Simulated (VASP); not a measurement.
Input of a VASP 6.6.1 run:

The input INCAR:

```
SYSTEM = Ga
PREC = Accurate
ENCUT = 600
EDIFF = 1E-6
ISMEAR = -1
SIGMA = 0.05
LREAL = .False.
LASPH = .True.
NELM = 100
ALGO = Normal
ISIF = 3
LWAVE = .False.
LCHARG = .False.
GGA = PE
IBRION = 2
NSW = 45
EDIFFG = -0.005
```

The input KPOINTS:

```
regular mesh
0
Gamma
  16 16 9
  0 0 0
```

The input POSCAR:

```
Ga
1.0
    2.9874227354      0.0000000000      0.0000000000
   -1.4937113677      2.5871839808      0.0000000000
    0.0000000000      0.0000000000      4.9255626955
Ga
2
Direct
    0.3333333333      0.6666666667      0.2500000000
    0.6666666667      0.3333333333      0.7500000000
```

Potentials or basis: VASP PAW PBE potentials, release 64 (Ga_d).

The run is started by

```console
$ cat potpaw_PBE.64/Ga_d/POTCAR > POTCAR
$ mpirun -np 1 vasp_std > vasp.out
```

Question: What does it give for the band gap on the k mesh?

Answer: Zero (bands 13 and 14 overlap by 6.04 eV).

Question: What does it give for the space group after relaxing (to 0.1 Å)?

Answer: P6_3/mmc (No. 194).

Final structure:
```
Ga
1.0
     2.98788    0.00000    0.00000
    -1.49394    2.58758    0.00000
     0.00000    0.00000    4.92572
Ga
2
Direct
  0.33333 0.66667 0.25000
  0.66667 0.33333 0.75000
```
